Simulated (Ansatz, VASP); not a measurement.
**Te2Mo: VASP beside Ansatz**

```xyz
6
Lattice="3.4966 0.0000 0.0000 -1.7483 3.0281 0.0000 0.0000 0.0000 13.7008" Properties=species:S:1:pos:R:3 pbc="T T T"
Te    0.0000    2.0187    8.4585
Te    1.7483    1.0094    1.6081
Te    0.0000    2.0187   12.0928
Te    1.7483    1.0094    5.2424
Mo    0.0000    2.0187    3.4252
Mo    1.7483    1.0094   10.2756
```

Alike in both runs: functional PBE; dispersion D3(BJ); k mesh 9 × 9 × 2; occupations gaussian, width 0.02 eV; no spin polarisation.

Ansatz relaxed the structure, and its values are those at the end. VASP's run is a single point on that final structure, the one shown.

|  | VASP | Ansatz |
| --- | --- | --- |
| version | VASP 6.6.1 | Ansatz 0.2.0 |
| potentials or method | VASP PAW PBE potentials, release 64 (Te, Mo_sv), cutoff 520 eV | scalar-relativistic, all-electron LAPW |

Ansatz gave:

```
gap on the k mesh at the Fermi level (eV) : 0.67
least direct gap on the mesh (eV)         : 1.04
pressure (GPa)                            : 0.0
rms of the force components (eV/Å)        : 0.000
```

Question: Estimate VASP's values.

Answer: gap on the k mesh at the Fermi level (eV): 0.67; least direct gap on the mesh (eV): 1.04; pressure (GPa): 0.0; rms of the force components (eV/Å): 0.007.

Ansatz ran all-electron here, and VASP with PAW potentials. Ansatz's warnings: relaxed geometry near dispersion switch.

Spin-orbit coupling is off throughout.
